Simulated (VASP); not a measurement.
The system is TaN (d.b).

```
Ta N
1.0
     2.90387    0.00000    0.00000
    -1.45193    2.51482    0.00000
     0.00000    0.00000    2.85378
Ta N
1 1
Cartesian
  0.0000 0.0000 0.0000
  0.0000 1.6765 1.4269
```

Base run:

```yaml
Program: VASP 6.6.1
Functional: PBEsol
Dispersion: D3(BJ)
Potentials_or_basis: VASP PAW PBE potentials, release 64 (Ta_pv, N)
Cutoff: 520 eV
k_mesh: 18 × 18 × 14
Occupations: gaussian, width 0.1 eV
Spin: no spin polarisation
```

Its results: band gap on the k mesh zero (band 8 reaches 8.68 eV, above the bottom of band 9 at 8.33 eV); pressure 1.0 GPa.

Q: The run is repeated on the same cell with these changes: potentials or basis from VASP PAW PBE potentials, release 64 (Ta_pv, N) to VASP PAW PBE potentials, release 64 (Ta_sv_GW, N); cutoff from 520 eV to 600 eV; further incar settings from ALGO = Normal; EDIFF = 1e-06; NBANDS = 15 to ALGO = Normal; EDIFF = 1e-06; NBANDS = 16; valence electrons from 16 to 18. What comes out?

A: Band gap on the k mesh zero (band 9 reaches 13.01 eV, above the bottom of band 10 at 12.67 eV); pressure 0.2 GPa.

Caveats: the PAW data sets were made with another functional, which shifts forces and pressure a little; spin-orbit coupling is left out, which moves the levels of the heavy elements; pairwise dispersion overbinds metals, which lowers pressure and volume.
